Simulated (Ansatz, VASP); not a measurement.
## One calculation of MgS, two programs

```
Mg S
1.0
     0.00000    2.60281    2.60281
     2.60281    0.00000    2.60281
     2.60281    2.60281    0.00000
Mg S
1 1
Direct
  0.00000 0.00000 0.00000
  0.50000 0.50000 0.50000
```

Alike in both runs: task single point; functional PBE; dispersion D4; k mesh 8 × 8 × 8; occupations gaussian, width 0.05 eV; no spin polarisation.

|  | VASP | Ansatz |
| --- | --- | --- |
| version | VASP 6.6.1 | Ansatz 0.2.0 |
| potentials or method | VASP PAW PBE potentials, release 64 (Mg, S), cutoff 600 eV | scalar-relativistic, plane waves, PAW |
| valence electrons in the cell | 8 | 16 |

|  | VASP | Ansatz | Ansatz less VASP |
| --- | --- | --- | --- |
| gap on the k mesh at the Fermi level (eV) | 2.77 | 2.79 | +0.014 |
| least direct gap on the mesh (eV) | 3.70 | 3.71 | +0.012 |
| pressure (GPa) | -1.8 | -1.5 | +0.28 |

VASP's potentials hold 8 valence electrons a cell and Ansatz's 16, so a difference there can come from the potentials and not from the codes.
